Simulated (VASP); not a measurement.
A run of VASP 6.6.1 is set up as follows.

INCAR

```
SYSTEM = AlAs2
PREC = Accurate ; ENCUT = 520
EDIFF = 1E-7 ; ISMEAR = 0
SIGMA = 0.1 ; LREAL = .False.
LASPH = .True. ; NELM = 80
ALGO = Normal ; ISIF = 2
LWAVE = .False. ; LCHARG = .True.
GGA = PE ; LELF = .True.
LVHAR = .True. ; NBANDS = 22
```

The input KPOINTS:

```
Automatic mesh
0
Gamma
  10 10 6
  0 0 0
```

File POSCAR:

```
AlAs2
1.0
    4.2435059703      0.0000000000      0.0000000000
    0.0000000000      4.2435059703      0.0000000000
    0.0000000000      0.0000000000      7.5741503938
Al As
2 4
Direct
    0.0000000000      0.5000000000      0.8058424363
    0.5000000000      0.0000000000      0.1941575637
    0.0000000000      0.0000000000      0.0000000000
    0.5000000000      0.5000000000      0.0000000000
    0.0000000000      0.5000000000      0.4866819473
    0.5000000000      0.0000000000      0.5133180527
```

Potentials or basis: VASP PAW PBE potentials, release 64 (Al, As).

The run is started by

```bash
$ cat potpaw_PBE.64/Al/POTCAR potpaw_PBE.64/As/POTCAR > POTCAR
$ mpirun -np 1 vasp_std > vasp.out
```

Predict the pressure.

0.1 GPa.

What does it give for the largest force?

0.020 eV/Å.

Forces in eV/Å, atoms in the order of the input:
```
Al   0.000  0.000 -0.004
Al   0.000  0.000  0.004
As   0.000  0.000  0.000
As   0.000  0.000  0.000
As   0.000  0.000 -0.020
As   0.000  0.000  0.020
```
